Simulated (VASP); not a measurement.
# SnTe (Pm-3m) in VASP: notebook

SnTe is run at these levels: PBE, BLYP+D4, BLYP+D3(BJ), LDA; tasks: single point, relaxation of cell and atoms.

All numbers are computed with VASP 6.6.1; they aren't measurements. Logs are shortened: lines on timing, memory, paths and dates and some standing lists are left out, and cuts for length are marked.

## (1) The cell of the first run

The structure is cubic, space group Pm-3m (No. 221). The conventional cell has a = 3.905 Å, b = 3.905 Å, c = 3.905 Å, α = 90.00°, β = 90.00°, γ = 90.00°. Te (site symmetry m-3m) has 8 Sn at 3.38 Å and 6 Te at 3.90 Å within 4.4 Å. Within 4.4 Å of Sn (site symmetry m-3m) lie 8 Te at 3.38 Å and 6 Sn at 3.90 Å.

## (2) Single point, PBE

INCAR reads:

```
SYSTEM = SnTe
  PREC = Accurate
  ENCUT = 520
  EDIFF = 1E-6
  ISMEAR = 0
  SIGMA = 0.03
  LREAL = .FALSE.
  LASPH = .TRUE.
  NELM = 80
  ALGO = Normal
  ISIF = 2
  LWAVE = .FALSE.
  LCHARG = .FALSE.
  GGA = PE
  NBANDS = 17
```

KPOINTS reads:

```
regular mesh
0
G
  7 7 7
  0 0 0
```

POSCAR reads:

```
SnTe
1.0
    3.9047000000      0.0000000000      0.0000000000
    0.0000000000      3.9047000000      0.0000000000
    0.0000000000      0.0000000000      3.9047000000
Te Sn
1 1
Direct
    0.5000000000      0.5000000000      0.5000000000
    0.0000000000      0.0000000000      0.0000000000
```

Potentials or basis: VASP PAW PBE potentials, release 64 (Te, Sn_d).

On the command line:

```bash
$ cat potpaw_PBE.64/Te/POTCAR potpaw_PBE.64/Sn_d/POTCAR > POTCAR
$ mpirun -np 1 vasp_std > vasp.out
```

OUTCAR:

```text
SYSTEM = SnTe
   PREC = Accurate
   ENCUT = 520
   EDIFF = 1E-6
   ISMEAR = 0
   LREAL = .FALSE.
   LASPH = .TRUE.
   NELM = 80
   ISIF = 2
   GGA = PE

 ion  position               nearest neighbor table
   1  0.500  0.500  0.500-   2 3.38   2 3.38   2 3.38   2 3.38   2 3.38   2 3.38   2 3.38   2 3.38

   2  0.000  0.000  0.000-   1 3.38   1 3.38   1 3.38   1 3.38   1 3.38   1 3.38   1 3.38   1 3.38

  LATTYP: Found a simple cubic cell.
 ALAT       =     3.9047000000

  Lattice vectors:

 A1 = (   3.9047000000,   0.0000000000,   0.0000000000)
 A2 = (   0.0000000000,   3.9047000000,   0.0000000000)
 A3 = (   0.0000000000,   0.0000000000,   3.9047000000)

Analysis of symmetry for initial positions (statically):
=====================================================================
 Subroutine PRICEL returns:
 Original cell was already a primitive cell.

 Routine SETGRP: Setting up the symmetry group for a
 simple cubic supercell.

 Subroutine GETGRP returns: Found 48 space group operations
 (whereof 48 operations were pure point group operations)
 out of a pool of 48 trial point group operations.

The static configuration has the point symmetry O_h .

Analysis of symmetry for dynamics (positions and initial velocities):
=====================================================================
 Subroutine PRICEL returns:
 Original cell was already a primitive cell.

 Routine SETGRP: Setting up the symmetry group for a
 simple cubic supercell.

 Subroutine GETGRP returns: Found 48 space group operations
 (whereof 48 operations were pure point group operations)
 out of a pool of 48 trial point group operations.

The dynamic configuration has the point symmetry O_h .

 Subroutine INISYM returns: Found 48 space group operations
 (whereof 48 operations are pure point group operations),
 and found     1 'primitive' translations

----------------------------------------------------------------------------------------

                                     Primitive cell

  volume of cell :      59.5337

  direct lattice vectors                    reciprocal lattice vectors
     3.904700000  0.000000000  0.000000000     0.256101621  0.000000000  0.000000000
     0.000000000  3.904700000  0.000000000     0.000000000  0.256101621  0.000000000
     0.000000000  0.000000000  3.904700000     0.000000000  0.000000000  0.256101621

  length of vectors
     3.904700000  3.904700000  3.904700000     0.256101621  0.256101621  0.256101621

  position of ions in fractional coordinates (direct lattice)
     0.500000000  0.500000000  0.500000000
     0.000000000  0.000000000  0.000000000

  ion indices of the primitive-cell ions
   primitive index   ion index
                 1           1
                 2           2

----------------------------------------------------------------------------------------

 KPOINTS: regular mesh

Automatic generation of k-mesh.
 Grid dimensions read from file:
 generate k-points for:    7    7    7

 Generating k-lattice:

  Cartesian coordinates                     Fractional coordinates (reciprocal lattice)
     0.036585946  0.000000000  0.000000000     0.142857143  0.000000000  0.000000000
     0.000000000  0.036585946  0.000000000     0.000000000  0.142857143  0.000000000
     0.000000000  0.000000000  0.036585946     0.000000000  0.000000000  0.142857143

  Length of vectors
     0.036585946  0.036585946  0.036585946

  Shift w.r.t. Gamma in fractional coordinates (k-lattice)
     0.000000000  0.000000000  0.000000000

 Subroutine IBZKPT returns following result:
 ===========================================

 Found     20 irreducible k-points:

 Following reciprocal coordinates:
            Coordinates               Weight
  0.000000  0.000000  0.000000      1.000000
  0.142857  0.000000  0.000000      6.000000
  0.285714  0.000000  0.000000      6.000000
  0.428571  0.000000  0.000000      6.000000
  0.142857  0.142857  0.000000     12.000000
  0.285714  0.142857  0.000000     24.000000
[... 12 lines left out ...]
  0.428571  0.428571  0.285714     24.000000
  0.428571  0.428571  0.428571      8.000000
   k-points           NKPTS =     20   k-points in BZ     NKDIM =     20   number of bands    NBANDS=     17
   number of dos      NEDOS =    301   number of ions     NIONS =      2
   total plane-waves  NPLWV =  27000
   dimension x,y,z NGX =    30 NGY =   30 NGZ =   30
   dimension x,y,z NGXF=    60 NGYF=   60 NGZF=   60
   ions per type =               1   1
   NGX,Y,Z   is equivalent  to a cutoff of  12.77, 12.77, 12.77 a.u.
   NGXF,Y,Z  is equivalent  to a cutoff of  25.55, 25.55, 25.55 a.u.
 SYSTEM =  SnTe
   PREC   = accura    normal or accurate (medium, high low for compatibility)
   ISTART =      0    job   : 0-new  1-cont  2-samecut
   ICHARG =      2    charge: 1-file 2-atom 10-const
   ISPIN  =      1    spin polarized calculation?
   LNONCOLLINEAR =      F non collinear calculations
   LSORBIT =      F    spin-orbit coupling
   LASPH  =      T    aspherical Exc in radial PAW
   ENCUT  =  520.0 eV  38.22 Ry    6.18 a.u.   7.26  7.26  7.26*2*pi/ulx,y,z
   NELM   =     80;   NELMIN=  2; NELMDL= -5     # of ELM steps
   EDIFF  = 0.1E-05   stopping-criterion for ELM
   LREAL  =      F    real-space projection
   EDIFFG = 0.1E-04   stopping-criterion for IOM
   NSW    =      0    number of steps for IOM
   IBRION =     -1    ionic relax: 0-MD 1-quasi-New 2-CG
   NFREE  =      0    steps in history (QN), initial steepest desc. (CG)
   ISIF   =      2    stress and relaxation
   ISYM   =      2    0-nonsym 1-usesym 2-fastsym
   POTIM  = 0.5000    time-step for ionic-motion
   TEBEG  =    0.0;   TEEND  =   0.0 temperature during run
   PSTRESS=    0.0 pullay stress
   NELECT =      20.0000    total number of electrons
   NUPDOWN=      -1.0000    fix difference up-down
   EMIN   =  10.00;   EMAX   =-10.00  energy-range for DOS
   EFERMI =   0.00;   METHOD = LEGACY
   ISMEAR =     0;   SIGMA  =   0.03  broadening in eV -4-tet -1-fermi 0-gaus
   EFERMI_NEDOS =   21; number of points for ismear=-14 and -15
   IALGO  =     38    algorithm
   IMIX   =      4    mixing-type and parameters
     AMIX     =   0.40;   BMIX     =  1.00
     AMIX_MAG =   1.60;   BMIX_MAG =  1.00
  volume/ion in A,a.u.               =      29.77       200.88
  Fermi-wavevector in a.u.,A,eV,Ry     =   1.138057  2.150615 17.621893  1.295173
  Thomas-Fermi vector in A             =   2.274761
   LORBIT       =      0    0 simple, 1 ext, 2 COOP (PROOUT), +10 PAW based schemes
   GGA     = PE    functional components
   LHFCALC =     F    Hartree Fock is set to
   AEXX    =    0.0000 exact exchange contribution
   IVDW    =     0    specifies the selected vdW correction
   LEPSILON=     F    determine dielectric tensor
   LRPA    =     F    only Hartree local field effects (RPA)
 non-spin polarized calculation
 Gauss-broadening in eV      SIGMA  =   0.03
  energy-cutoff  :      520.00
  volume of cell :       59.53
 maximum number of plane-waves:      1614
 NGX is ok and might be reduce to    30
   NGX = 15   NGY = 15   NGZ = 15

 number of electron      19.9999983 magnetization

 Free energy of the ion-electron system (eV)
  ---------------------------------------------------
  ext. energy  EPLUGINS =         0.00000000
  ---------------------------------------------------
  free energy    TOTEN  =        -7.06866007 eV

  energy without entropy =       -7.06652831  energy(sigma->0) =       -7.06759419

 E-fermi :   6.9690     XC(G=0):  -9.8822

 val. band max:        6.9504196344   @ k =   0.4286   0.2857   0.2857
 cond. band min:       6.9758890609   @ k =   0.4286   0.2857   0.0000
 fundamental gap:      0.0254694265
 Fermi energy:         6.9689968383

 k-point     1 :       0.0000    0.0000    0.0000
  band No.  band energies     occupation
      1     -14.5353      2.00000
      2     -14.5353      2.00000
      3     -14.4986      2.00000
      4     -14.4986      2.00000
      5     -14.4986      2.00000
      6      -5.3034      2.00000
[... 9 lines left out ...]
     16      17.8974      0.00000
     17      17.8974      0.00000

 k-point     2 :       0.1429    0.0000    0.0000
  band No.  band energies     occupation
      1     -14.5350      2.00000
      2     -14.5292      2.00000
      3     -14.5006      2.00000
      4     -14.5006      2.00000
      5     -14.4984      2.00000
      6      -5.1470      2.00000
[... 9 lines left out ...]
     16      17.1330      0.00000
     17      17.4528      0.00000

 k-point     3 :       0.2857    0.0000    0.0000
  band No.  band energies     occupation
      1     -14.5345      2.00000
      2     -14.5155      2.00000
      3     -14.5051      2.00000
      4     -14.5051      2.00000
      5     -14.4981      2.00000
      6      -4.7192      2.00000
[... 9 lines left out ...]
     16      15.1772      0.00000
     17      17.6870      0.00000

 k-point     4 :       0.4286    0.0000    0.0000
  band No.  band energies     occupation
      1     -14.5340      2.00000
      2     -14.5087      2.00000
      3     -14.5087      2.00000
      4     -14.5045      2.00000
      5     -14.4979      2.00000
      6      -4.2315      2.00000
[... 9 lines left out ...]
     16      17.7149      0.00000
     17      18.6210      0.00000
[... 263 lines left out ...]
      1     -14.5167      2.00000
      2     -14.5155      2.00000
      3     -14.5109      2.00000
      4     -14.5037      2.00000
      5     -14.4927      2.00000
      6      -3.4026      2.00000
[... 9 lines left out ...]
     16      16.7959      0.00000
     17      18.7532      0.00000

 k-point    19 :       0.4286    0.4286    0.2857
  band No.  band energies     occupation
      1     -14.5208      2.00000
      2     -14.5150      2.00000
      3     -14.5148      2.00000
      4     -14.4980      2.00000
      5     -14.4868      2.00000
      6      -3.1467      2.00000
[... 9 lines left out ...]
     16      18.2008      0.00000
     17      19.4348      0.00000

 k-point    20 :       0.4286    0.4286    0.4286
  band No.  band energies     occupation
      1     -14.5196      2.00000
      2     -14.5193      2.00000
      3     -14.5193      2.00000
      4     -14.4866      2.00000
      5     -14.4866      2.00000
      6      -2.9400      2.00000
[... 9 lines left out ...]
     16      19.8000      0.00000
     17      21.6564      0.00000

------------------------ aborting loop because EDIFF is reached ----------------------------------------

  FORCE on cell =-STRESS in cart. coord.  units (eV):
  Direction    XX          YY          ZZ          XY          YZ          ZX
  --------------------------------------------------------------------------------------
  -------------------------------------------------------------------------------------
  Total       -0.4284720     -0.4284720     -0.4284720     -0.0000000      0.0000000     -0.0000000
  in kB      -11.5310806    -11.5310806    -11.5310806     -0.0000000      0.0000000     -0.0000000
  external PRESSURE =     -11.5310806 kB  Pullay stress =       0.0000000 kB

 VOLUME and BASIS-vectors are now :
 -----------------------------------------------------------------------------
  energy-cutoff  :      520.00
  volume of cell :       59.53
      direct lattice vectors                 reciprocal lattice vectors
     3.904700000  0.000000000  0.000000000     0.256101621  0.000000000  0.000000000
     0.000000000  3.904700000  0.000000000     0.000000000  0.256101621  0.000000000
     0.000000000  0.000000000  3.904700000     0.000000000  0.000000000  0.256101621

 POSITION                                       TOTAL-FORCE (eV/Angst)
 -----------------------------------------------------------------------------------
      1.95235      1.95235      1.95235         0.000000      0.000000      0.000000
      0.00000      0.00000      0.00000         0.000000      0.000000      0.000000
 -----------------------------------------------------------------------------------
    total drift:                                0.000000     -0.000000     -0.000000

  FREE ENERGIE OF THE ION-ELECTRON SYSTEM (eV)
  ---------------------------------------------------
  free  energy   TOTEN  =        -7.0686600660 eV

  energy  without entropy=       -7.0665283108  energy(sigma->0) =       -7.06759419
```

It took 14 s on 1 thread of Intel Xeon Platinum 8375C at 2.90GHz (Ice Lake), shared host; peak memory 0.17 GiB.

Results:

```
Free energy            : -7.0687 eV
Pressure               : -1.2 GPa
Band gap on the k mesh : zero (band 10 reaches 7.21 eV, above the bottom of band 11 at 6.18 eV)
```

Caveat: spin-orbit coupling is left out, which moves the levels of the heavy elements.

(Continued in part 2 of 2.)
